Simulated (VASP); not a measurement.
A run of VASP 6.6.1 is set up as follows.

File INCAR:

```
ALGO = Normal ; EDIFF = 1E-8
ENCUT = 520 ; GGA = PS
ISIF = 2 ; ISMEAR = -1
LASPH = T ; LCHARG = F
LEFG = T ; LREAL = F
LWAVE = F ; NBANDS = 10
NELM = 60 ; PREC = Accurate
SIGMA = 0.05
```

KPOINTS

```
k-points
0
Gamma
  18 18 18
```

Contents of POSCAR:

```
Ir
1.0
    0.0000000000      1.9449621075      1.9449621075
    1.9449621075      0.0000000000      1.9449621075
    1.9449621075      1.9449621075      0.0000000000
Ir
1
Direct
    0.0000000000      0.0000000000      0.0000000000
```

Potentials or basis: VASP PAW PBE potentials, release 64 (Ir).

Command:

```console
$ cat potpaw_PBE.64/Ir/POTCAR > POTCAR
$ mpirun -np 1 vasp_std > vasp.out
```

Problem. What does it give for the pressure?

Solution. -15.2 GPa.

Caveat: without QUAD_EFG the Cq values of the log hold for a quadrupole moment of 1 mb, not for the nuclei; the PAW data sets were made with another functional, which shifts forces and pressure a little.
